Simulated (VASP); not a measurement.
A run of VASP 6.6.1 is set up as follows.

Contents of INCAR:

```
PREC     = Accurate       # precision mode
ENCUT    = 520            # plane-wave cutoff, eV
EDIFF    = 1E-6           # SCF threshold, eV
ISMEAR   = 0              # smearing method
SIGMA    = 0.02           # smearing width, eV
LREAL    = F              # projectors in reciprocal space
LASPH    = T              # aspherical terms in the spheres
NELM     = 60             # most SCF steps
ALGO     = Normal         # electronic algorithm
ISIF     = 2              # what is computed and relaxed
LWAVE    = F              # write WAVECAR
LCHARG   = F              # write CHGCAR
GGA      = PE             # functional
NBANDS   = 15             # bands
```

File KPOINTS:

```
regular mesh
0
Gamma
  6 6 6
```

The input POSCAR:

```
KBr
1.0
    4.1282071811      0.0000000000      0.0000000000
    0.0000000000      4.1282071811      0.0000000000
    0.0000000000      0.0000000000      4.1282071811
K Br
1 1
Direct
    0.0000000000      0.0000000000      0.0000000000
    0.5000000000      0.5000000000      0.5000000000
```

Potentials or basis: VASP PAW PBE potentials, release 64 (K_sv, Br).

Run with:

```bash
$ cat potpaw_PBE.64/K_sv/POTCAR potpaw_PBE.64/Br/POTCAR > POTCAR
$ mpirun -np 1 vasp_std > vasp.out
```

(1) Predict the pressure.

(2) Estimate the band gap on the k mesh.

## Answers

(1) -0.9 GPa.

(2) 3.68 eV (least direct gap 3.92 eV).

Caveat: the cell differs from its parent crystal (Rb replaced by K, lengths x 0.970, strained).
